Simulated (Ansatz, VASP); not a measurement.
Given: the input of a run of VASP 6.6.1 on AlNi3.

File INCAR:

```
SYSTEM = AlNi3
PREC = Accurate ; ENCUT = 520
EDIFF = 1E-6 ; ISMEAR = -1
SIGMA = 0.05 ; LREAL = .False.
LASPH = .True. ; NELM = 150
ALGO = Normal ; ISIF = 2
LWAVE = .False. ; LCHARG = .True.
ISPIN = 2 ; MAGMOM = 0.733333 0.733333 0.733333 0
LORBIT = 11 ; NUPDOWN = 2.2
LMAXMIX = 4 ; GGA = PE
LELF = .True. ; LVHAR = .True.
NBANDS = 28
```

Contents of KPOINTS:

```
Automatic mesh
0
Gamma
  6 6 6
  0 0 0
```

Contents of POSCAR:

```
AlNi3
1.0
    3.5230547267      0.0000000000      0.0000000000
    0.0000000000      3.5230547267      0.0000000000
    0.0000000000      0.0000000000      3.5230547267
Ni Al
3 1
Direct
    0.5000000000      0.5000000000      0.0000000000
    0.5000000000      0.0000000000      0.5000000000
    0.0000000000      0.5000000000      0.5000000000
    0.0000000000      0.0000000000      0.0000000000
```

Potentials or basis: VASP PAW PBE potentials, release 64 (Ni, Al).

Launch:

```bash
$ cat potpaw_PBE.64/Ni/POTCAR potpaw_PBE.64/Al/POTCAR > POTCAR
$ mpirun -np 1 vasp_std > vasp.out
```

Problem. Translate it to Ansatz 0.2.0. Potentials there: Ansatz PAW.

Solution. As run (the cutoff follows the program's own potentials):

The input input.yaml:

```yaml
crystal:
  lattice:
    - [3.5230547267, 0.0, 0.0]
    - [0.0, 3.5230547267, 0.0]
    - [0.0, 0.0, 3.5230547267]
  atoms:
    - { symbol: Ni, position: [0.5, 0.5, 0.0], spin: 0.7333333333 }
    - { symbol: Ni, position: [0.5, 0.0, 0.5], spin: 0.7333333333 }
    - { symbol: Ni, position: [0.0, 0.5, 0.5], spin: 0.7333333333 }
    - { symbol: Al, position: [0.0, 0.0, 0.0] }
hamiltonian:
  xc: pbe
  pseudopotentials: { kind: paw }
magnetization:
  spin_polarized: true
  initial_magnetization: 2.2
  spin_locking: { lock_magnetization: hard }
kpoints:
  mp_grid: { grid: [6, 6, 6] }
scf:
  occupations: { method: fermi_dirac, width: 0.05 }
  lower_state_search: "off"
output:
  forces: true
  stress: true
  eigenvalues: true
```

Potentials or basis: Ansatz PAW.

Run with:

```console
$ ansatz run input.yaml --threads 2 --pin off --max-ram 5632MiB --backend cpu --events-out ev --progress --plain --runs-dir out
```

Both were run:

|  | VASP | Ansatz | Ansatz less VASP |
| --- | --- | --- | --- |
| pressure (GPa) | 10.8 | 10.9 | +0.07 |
| net moment per atom (μB) | 0.55 | 0.55 | 0.000 |
| size of the moment on the site where the two differ most (μB) | 0.04 | 0.04 | +0.007 |

Site moments also hang on the region over which each program counts them. VASP's potentials hold 33 valence electrons a cell and Ansatz's 57, so a difference there can come from the potentials and not from the codes.
